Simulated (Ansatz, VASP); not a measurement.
One calculation of Mo, two programs

Contents of INCAR:

```
PREC = Accurate ; ENCUT = 520
EDIFF = 1E-7 ; ISMEAR = -1
SIGMA = 0.1 ; LREAL = F
LASPH = T ; NELM = 60
ALGO = Normal ; ISIF = 2
LWAVE = F ; LCHARG = F
GGA = RP ; NBANDS = 21
```

The input KPOINTS:

```
Automatic mesh
0
Gamma
  11 11 11
```

Contents of POSCAR:

```
Mo
1.0
    0.0000000000      2.7859429362      2.7859429362
    2.7859429362      0.0000000000      2.7859429362
    2.7859429362      2.7859429362      0.0000000000
Mo
2
Direct
    0.1250000000      0.1250000000      0.1250000000
    0.8750000000      0.8750000000      0.8750000000
```

Input for Ansatz:

```yaml
crystal:
  lattice:
    - [0.0, 2.7859429362, 2.7859429362]
    - [2.7859429362, 0.0, 2.7859429362]
    - [2.7859429362, 2.7859429362, 0.0]
  atoms:
    - { symbol: Mo, position: [0.125, 0.125, 0.125] }
    - { symbol: Mo, position: [0.875, 0.875, 0.875] }
hamiltonian:
  xc: rpbe
  pseudopotentials:
    kind: paw
    azcp:
      Mo: "pseudopotentials/Mo.paw.azcp"
basis:
  ecutwfc: 420
  fft_grid_basis: typed
kpoints:
  mp_grid: { grid: [11, 11, 11], shift: [0, 0, 0] }
magnetization:
  spin_polarized: false
scf:
  occupations: { method: fermi_dirac, width: 0.1 }
  lower_state_search: "off"
output:
  stress: true
```

Alike in both runs: task single point; functional RPBE; k mesh 11 × 11 × 11; occupations fermi-dirac, width 0.1 eV; no spin polarisation.

```csv
,VASP,Ansatz
version,VASP 6.6.1,Ansatz 0.2.0
potentials or method,"VASP PAW PBE potentials, release 64 (Mo_sv), cutoff 520 eV","plane waves (420 eV) with PAW, scalar-relativistic"
valence electrons in the cell,28,28
```

Ansatz gave:

- pressure (GPa): 9.8

Which values does VASP return?

Pressure (GPa): 10.4.

VASP's potentials were made for PBE, not for RPBE.
